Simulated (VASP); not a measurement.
Wanted: the native input for a VASP 6.6.1 run.

```
Task                   : single point
Functional             : LDA
Potentials or basis    : VASP PAW LDA potentials, release 64 (Si, C)
Cutoff                 : 520 eV
k mesh                 : 8 × 8 × 8
Occupations            : gaussian, width 0.01 eV
Spin                   : no spin polarisation
Dipole correction      : no
Further INCAR settings : ALGO = Normal; EDIFF = 1e-06; NBANDS = 11
```

The structure of SiC (Moissanite 3C) lies in POSCAR:

```
SiC
1.0
    0.0000000000      2.1192710523      2.1192710523
    2.1192710523      0.0000000000      2.1192710523
    2.1192710523      2.1192710523      0.0000000000
Si C
1 1
Direct
    0.0000000000      0.0000000000      0.0000000000
    0.2500000000      0.2500000000      0.2500000000
```

One way to write it, as run:

INCAR

```
SYSTEM = SiC
  ALGO = Normal
  EDIFF = 1E-6
  ENCUT = 520
  GGA = CA
  ISIF = 2
  ISMEAR = 0
  LASPH = .TRUE.
  LCHARG = .TRUE.
  LELF = .TRUE.
  LREAL = .FALSE.
  LVHAR = .TRUE.
  LWAVE = .FALSE.
  NBANDS = 11
  NELM = 60
  PREC = Accurate
  SIGMA = 0.01
```

KPOINTS

```
k-points
0
G
  8 8 8
  0 0 0
```

Potentials or basis: VASP PAW LDA potentials, release 64 (Si, C).

Run with:

```bash
$ cat potpaw_LDA.64/Si/POTCAR potpaw_LDA.64/C/POTCAR > POTCAR
$ mpirun -np 1 vasp_std > vasp.out
```

It gave:

- Pressure: 16.9 GPa
- Band gap on the k mesh: 1.23 eV, indirect (least direct gap 4.58 eV)

Wall time 3.3 s on 1 thread of Intel(R) Xeon(R) Platinum 8488C (Sapphire Rapids), on a shared host, peak memory 0.12 GiB.
